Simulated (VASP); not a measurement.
Input of a VASP 6.6.1 run:

INCAR

```
SYSTEM = C
PREC = Accurate
ENCUT = 520
EDIFF = 1E-7
ISMEAR = -1
SIGMA = 0.05
LREAL = .FALSE.
LASPH = .TRUE.
NELM = 100
ALGO = Normal
ISIF = 2
LWAVE = .FALSE.
LCHARG = .FALSE.
GGA = RP
NBANDS = 11
```

The input KPOINTS:

```
Automatic mesh
0
G
  13 13 13
  0 0 0
```

File POSCAR:

```
C
1.0
    0.0000000000      1.7469644787      1.7469644787
    1.7469644787      0.0000000000      1.7469644787
    1.7469644787      1.7469644787      0.0000000000
C
2
Direct
    0.7500000000      0.7500000000      0.7500000000
    0.5000000000      0.5000000000      0.5000000000
```

Potentials or basis: VASP PAW PBE potentials, release 64 (C).

Launch:

```bash
$ cat potpaw_PBE.64/C/POTCAR > POTCAR
$ mpirun -np 1 vasp_std > vasp.out
```

Estimate the band gap on the k mesh.

4.26 eV, indirect (least direct gap 5.76 eV).

Predict the pressure.

39.7 GPa.

Caveat: the PAW data sets were made with another functional, which shifts forces and pressure a little. A k mesh can miss the band edges.
